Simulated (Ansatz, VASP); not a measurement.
**Two plane-wave programs on Ba3Os**

```
Ba Os
1.0
     4.97901    0.00000    0.00000
     0.00000    4.97901    0.00000
     0.00000    0.00000    4.97901
Ba Os
3 1
Direct
  0.00000 0.50000 0.50000
  0.50000 0.00000 0.50000
  0.50000 0.50000 0.00000
  0.00000 0.00000 0.00000
```

Alike in both runs: task single point; functional PBE; k mesh 4 × 4 × 4; occupations gaussian, width 0.1 eV; no spin polarisation.

|  | VASP | Ansatz |
| --- | --- | --- |
| version | VASP 6.6.1 | Ansatz 0.2.0 |
| potentials or method | VASP PAW PBE potentials, release 64 (Ba_sv, Os_sv_GW), cutoff 500 eV | scalar-relativistic, plane waves, PAW |
| valence electrons in the cell | 46 | 46 |

```csv
,VASP,Ansatz,Ansatz less VASP
gap on the k mesh at the Fermi level (eV),none,none,-
pressure (GPa),3.9,2.5,-1.42
```

A gap of «none» marks a metal or a gap that the smearing closes.

Neither program's run includes spin-orbit coupling.
